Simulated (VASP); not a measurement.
Input of a VASP 6.6.1 run:

File INCAR:

```
  AGGAC = 0.0
  ALDAC = 0.0
  ALGO = Normal
  EDIFF = 1E-7
  ENCUT = 520
  GGA = PE
  ISIF = 2
  ISMEAR = -1
  LASPH = True
  LCHARG = False
  LREAL = False
  LWAVE = False
  NBANDS = 26
  NELM = 100
  PREC = Accurate
  SIGMA = 0.05
```

The input KPOINTS:

```
k-points
0
Gamma
  9 9 5
```

The input POSCAR:

```
ZnO
1.0
    3.2274999067      0.0000000000      0.0000000000
   -1.6137499533      2.7950969099      0.0000000000
    0.0000000000      0.0000000000      5.1707703030
Zn O
2 2
Direct
    0.6666666667      0.3333333333      0.0000000000
    0.3333333333      0.6666666667      0.5000000000
    0.3333333333      0.6666666667      0.8790100000
    0.6666666667      0.3333333333      0.3790100000
```

Potentials or basis: VASP PAW PBE potentials, release 64 (Zn, O).

Command:

```console
$ cat potpaw_PBE.64/Zn/POTCAR potpaw_PBE.64/O/POTCAR > POTCAR
$ mpirun -np 1 vasp_std > vasp.out
```

Question: What does it give for the largest force?

Answer: 0.090 eV/Å.

Question: What does it give for the pressure?

Answer: 25.5 GPa.

Question: Predict the band gap on the k mesh.

Answer: 0.95 eV, direct.

Forces on the atoms (eV/Å):
```
Zn   0.000  0.000 -0.090
Zn   0.000  0.000 -0.090
O    0.000  0.000  0.090
O    0.000  0.000  0.090
```
